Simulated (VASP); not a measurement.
# ZnCu (Pm-3m) in VASP: further runs, part 2 of 2

VASP 6.6.1. The steps go on from the part before.

## 4. Single point, PBE

INCAR

```
SYSTEM = ZnCu
PREC = Accurate
ENCUT = 520
EDIFF = 1E-6
ISMEAR = 0
SIGMA = 0.1
LREAL = .FALSE.
LASPH = .TRUE.
NELM = 80
ALGO = Normal
ISIF = 2
LWAVE = .FALSE.
LCHARG = .FALSE.
GGA = PE
NBANDS = 18
```

KPOINTS

```
regular mesh
0
G
  8 8 8
  0 0 0
```

POSCAR

```
ZnCu
1.0
    2.9450000000      0.0000000000      0.0000000000
    0.0000000000      2.9450000000      0.0000000000
    0.0000000000      0.0000000000      2.9450000000
Zn Cu
1 1
Direct
    0.5000000000      0.5000000000      0.5000000000
    0.0000000000      0.0000000000      0.0000000000
```

Potentials or basis: VASP PAW PBE potentials, release 64 (Zn, Cu).

The run is started by

```bash
$ cat potpaw_PBE.64/Zn/POTCAR potpaw_PBE.64/Cu/POTCAR > POTCAR
$ mpirun -np 1 vasp_std > vasp.out
```

OUTCAR:

```text
SYSTEM = ZnCu
   PREC = Accurate
   ENCUT = 520
   EDIFF = 1E-6
   ISMEAR = 0
   LREAL = .FALSE.
   LASPH = .TRUE.
   NELM = 80
   ISIF = 2
   GGA = PE

 ion  position               nearest neighbor table
   1  0.500  0.500  0.500-   2 2.55   2 2.55   2 2.55   2 2.55   2 2.55   2 2.55   2 2.55   2 2.55

   2  0.000  0.000  0.000-   1 2.55   1 2.55   1 2.55   1 2.55   1 2.55   1 2.55   1 2.55   1 2.55

  LATTYP: Found a simple cubic cell.
 ALAT       =     2.9450000000

  Lattice vectors:

 A1 = (   2.9450000000,   0.0000000000,   0.0000000000)
 A2 = (   0.0000000000,   2.9450000000,   0.0000000000)
[... 673 lines left out ...]
      5      -1.4278      2.00000
      6       0.7835      2.00000
[... 10 lines left out ...]
     17      20.1721      0.00000
     18      21.0515      0.00000

 [... further k-points ...]
[... 5 lines left out ...]
  --------------------------------------------------------------------------------------
  -------------------------------------------------------------------------------------
  Total        0.5010231      0.5010231      0.5010231     -0.0000000      0.0000000     -0.0000000
  in kB       31.4276852     31.4276852     31.4276852     -0.0000000      0.0000000     -0.0000000
  external PRESSURE =      31.4276852 kB  Pullay stress =       0.0000000 kB

 VOLUME and BASIS-vectors are now :
 -----------------------------------------------------------------------------
  energy-cutoff  :      520.00
  volume of cell :       25.54
      direct lattice vectors                 reciprocal lattice vectors
     2.945000000  0.000000000  0.000000000     0.339558574  0.000000000  0.000000000
     0.000000000  2.945000000  0.000000000     0.000000000  0.339558574  0.000000000
     0.000000000  0.000000000  2.945000000     0.000000000  0.000000000  0.339558574

 POSITION                                       TOTAL-FORCE (eV/Angst)
 -----------------------------------------------------------------------------------
      1.47250      1.47250      1.47250         0.000000      0.000000      0.000000
      0.00000      0.00000      0.00000         0.000000      0.000000      0.000000
 -----------------------------------------------------------------------------------
    total drift:                                0.000000      0.000000     -0.000000

  FREE ENERGIE OF THE ION-ELECTRON SYSTEM (eV)
  ---------------------------------------------------
  free  energy   TOTEN  =        -5.0189097951 eV

  energy  without entropy=       -5.0165808688  energy(sigma->0) =       -5.01774533
```

OSZICAR:

```text
N       E                     dE             d eps       ncg     rms          rms(c)
DAV:   1     0.115813978625E+03    0.11581E+03   -0.11191E+04  1380   0.209E+03
DAV:   2    -0.121239118916E+01   -0.11703E+03   -0.11206E+03  1276   0.302E+02
DAV:   3    -0.605381528197E+01   -0.48414E+01   -0.48169E+01  1392   0.763E+01
DAV:   4    -0.609405358926E+01   -0.40238E-01   -0.40224E-01  1396   0.651E+00
DAV:   5    -0.609460057406E+01   -0.54698E-03   -0.54697E-03  1476   0.792E-01    0.952E+00
DAV:   6    -0.596806835484E+01    0.12653E+00   -0.14501E+01  1336   0.904E+01    0.605E+00
DAV:   7    -0.502877206107E+01    0.93930E+00   -0.31717E+00  1356   0.859E+01    0.225E+00
DAV:   8    -0.502761295197E+01    0.11591E-02   -0.13826E-01  1748   0.488E+00    0.123E+00
DAV:   9    -0.501893021866E+01    0.86827E-02   -0.11738E-02  1428   0.241E+00    0.610E-02
DAV:  10    -0.501892136697E+01    0.88517E-05   -0.75027E-04  1922   0.565E-01    0.486E-02
DAV:  11    -0.501891156092E+01    0.98060E-05   -0.10168E-04  1488   0.286E-01    0.912E-03
DAV:  12    -0.501891001139E+01    0.15495E-05   -0.83301E-06  1476   0.609E-02    0.780E-04
DAV:  13    -0.501890979509E+01    0.21630E-06   -0.22981E-07   682   0.663E-03
   1 F= -.50189098E+01 E0= -.50177453E+01  d E =-.232893E-02
```

stdout:

```text
POSCAR found type information on POSCAR ZnCu
 POSCAR found :  2 types and       2 ions
 scaLAPACK will be used
 LDA part: xc-table for (Slater+PW92), standard interpolation
 POSCAR, INCAR and KPOINTS ok, starting setup
 FFT: planning ... GRIDC
 FFT: planning ... GRID_SOFT
 FFT: planning ... GRID
 WAVECAR not read
 entering main loop
```

Wall time 7.4 s (1 thread of Intel Xeon 6975P-C (Granite Rapids), shared host); peak memory 0.14 GiB.

Results:

```yaml
Free_energy: -5.0189 eV
Pressure: 3.1 GPa
```

## 5. Single point, PBE

INCAR

```
SYSTEM = ZnCu
ALGO = Normal
EDIFF = 1E-7
ENCUT = 520
GGA = PE
ISIF = 2
ISMEAR = 0
LASPH = .TRUE.
LCHARG = .FALSE.
LREAL = .FALSE.
LWAVE = .FALSE.
NBANDS = 18
NELM = 80
PREC = Accurate
SIGMA = 0.1
```

KPOINTS

```
k-points
0
G
  9 9 9
  0 0 0
```

POSCAR is that of step 4.

Potentials or basis: VASP PAW PBE potentials, release 64 (Zn, Cu).

The run is started by

```bash
$ cat potpaw_PBE.64/Zn/POTCAR potpaw_PBE.64/Cu/POTCAR > POTCAR
$ mpirun -np 1 vasp_std > vasp.out
```

OUTCAR:

```text
SYSTEM = ZnCu
   EDIFF = 1E-7
   ENCUT = 520
   GGA = PE
   ISIF = 2
   ISMEAR = 0
   LASPH = .TRUE.
   LREAL = .FALSE.
   NELM = 80
   PREC = Accurate

 ion  position               nearest neighbor table
   1  0.500  0.500  0.500-   2 2.55   2 2.55   2 2.55   2 2.55   2 2.55   2 2.55   2 2.55   2 2.55

   2  0.000  0.000  0.000-   1 2.55   1 2.55   1 2.55   1 2.55   1 2.55   1 2.55   1 2.55   1 2.55

  LATTYP: Found a simple cubic cell.
 ALAT       =     2.9450000000

  Lattice vectors:

[... 692 lines left out ...]
------------------------ aborting loop because EDIFF is reached ----------------------------------------

  FORCE on cell =-STRESS in cart. coord.  units (eV):
  Direction    XX          YY          ZZ          XY          YZ          ZX
  --------------------------------------------------------------------------------------
  -------------------------------------------------------------------------------------
  Total        0.4932414      0.4932414      0.4932414      0.0000000     -0.0000000     -0.0000000
  in kB       30.9395657     30.9395657     30.9395657      0.0000000     -0.0000000     -0.0000000
  external PRESSURE =      30.9395657 kB  Pullay stress =       0.0000000 kB

 VOLUME and BASIS-vectors are now :
 -----------------------------------------------------------------------------
  energy-cutoff  :      520.00
  volume of cell :       25.54
      direct lattice vectors                 reciprocal lattice vectors
     2.945000000  0.000000000  0.000000000     0.339558574  0.000000000  0.000000000
     0.000000000  2.945000000  0.000000000     0.000000000  0.339558574  0.000000000
     0.000000000  0.000000000  2.945000000     0.000000000  0.000000000  0.339558574

 POSITION                                       TOTAL-FORCE (eV/Angst)
 -----------------------------------------------------------------------------------
      1.47250      1.47250      1.47250         0.000000      0.000000      0.000000
      0.00000      0.00000      0.00000         0.000000      0.000000      0.000000
 -----------------------------------------------------------------------------------
    total drift:                                0.000000      0.000000     -0.000000

  FREE ENERGIE OF THE ION-ELECTRON SYSTEM (eV)
  ---------------------------------------------------
  free  energy   TOTEN  =        -4.9953137770 eV

  energy  without entropy=       -4.9932633505  energy(sigma->0) =       -4.99428856
```

stdout:

```text
POSCAR found type information on POSCAR ZnCu
 POSCAR found :  2 types and       2 ions
 scaLAPACK will be used
 LDA part: xc-table for (Slater+PW92), standard interpolation
 POSCAR, INCAR and KPOINTS ok, starting setup
 FFT: planning ... GRIDC
 FFT: planning ... GRID_SOFT
 FFT: planning ... GRID
 WAVECAR not read
 entering main loop
```

It took 8.6 s on 1 thread of Intel Xeon 6975P-C (Granite Rapids), shared host; peak memory 0.14 GiB.

What came out:

| Property | Result |
| --- | --- |
| Free energy | -4.9953 eV |
| Pressure | 3.1 GPa |

## 6. Overview

| k mesh | gap on the mesh (eV) | pressure (GPa) |
| --- | --- | --- |
| 5 × 5 × 5 | none | 3.6 |
| 6 × 6 × 6 | none | 3.5 |
| 8 × 8 × 8 | none | 3.1 |
| 9 × 9 × 9 | none | 3.1 |

Alike in all rows: task single point; level PBE; potentials or basis VASP PAW PBE potentials, release 64 (Zn, Cu); no spin polarisation; cell as given; cutoff (eV) 520; smearing gaussian 0.1 eV.

Caveats: some runs use coarse meshes.

Total energies depend on the potentials used, so only differences within one code and one set of settings carry meaning.
